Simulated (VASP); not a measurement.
A run of VASP 6.6.1 is set up as follows.

File INCAR:

```
ALGO = Normal
EDIFF = 1E-7
ENCUT = 520
GGA = PE
ISIF = 2
ISMEAR = 0
LASPH = True
LCHARG = False
LREAL = False
LWAVE = False
NBANDS = 34
NELM = 100
PREC = Accurate
SIGMA = 0.1
```

The input KPOINTS:

```
k-points
0
Gamma
  6 6 4
```

Contents of POSCAR:

```
La2Zr2O
1.0
    5.6665563089      0.0000000000      0.0000000000
   -2.8332781544      4.9073817155      0.0000000000
    0.0000000000      0.0000000000      6.7837473449
La Zr O
2 2 1
Direct
    0.3333333333      0.6666666667      0.5000000000
    0.6666666667      0.3333333333      0.5000000000
    0.0000000000      0.0000000000      0.7140926224
    0.0000000000      0.0000000000      0.2859073776
    0.0000000000      0.0000000000      0.0000000000
```

Potentials or basis: VASP PAW PBE potentials, release 64 (La, Zr_sv, O).

Command:

```sh
$ cat potpaw_PBE.64/La/POTCAR potpaw_PBE.64/Zr_sv/POTCAR potpaw_PBE.64/O/POTCAR > POTCAR
$ mpirun -np 1 vasp_std > vasp.out
```

(1) Predict the band gap on the k mesh.

(2) Estimate the pressure.

(3) What does it give for the largest force?

## Answers

(1) zero (band 26 reaches 4.50 eV, above the bottom of band 27 at 4.28 eV).

(2) 0.2 GPa.

(3) 0.070 eV/Å.

Caveat: spin-orbit coupling is left out, which moves the levels of the heavy elements.
